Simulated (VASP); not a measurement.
# Hf: single point with PBE

Hf:

```
CELL_PARAMETERS angstrom
-1.30712 1.30712 1.30712
1.30712 -1.30712 1.30712
1.30712 1.30712 -1.30712
ATOMIC_POSITIONS crystal
Hf 0.00000 0.00000 0.00000
```

This cell differs from its parent crystal: volume scaled by 0.4.

```
Program                : VASP 6.6.1
Task                   : single point
Functional             : PBE
Potentials or basis    : VASP PAW PBE potentials, release 64 (Hf_pv)
Cutoff                 : 520 eV
k mesh                 : 17 × 17 × 17
Occupations            : fermi-dirac, width 0.08 eV
Spin                   : no spin polarisation
Dipole correction      : no
Further INCAR settings : ALGO = Normal; EDIFF = 1e-06; NBANDS = 11
```

- Pressure: 477.2 GPa
- Band gap on the k mesh: zero (band 5 reaches 15.84 eV, above the bottom of band 6 at 11.63 eV)

Levels at points of the mesh, in eV from the Fermi level:
| k point | band 3 | band 4 | band 5 | band 6 | band 7 | band 8 |
| --- | --- | --- | --- | --- | --- | --- |
| (0.00, 0.00, 0.00) | -26.09 | -6.61 | 1.10 | 1.10 | 1.10 | 7.42 |

It took 8.7 s on 1 thread of Intel Xeon 6975P-C (shared host), peak memory 0.13 GiB.

Caveat: spin-orbit coupling is left out, which moves the levels of the heavy elements.
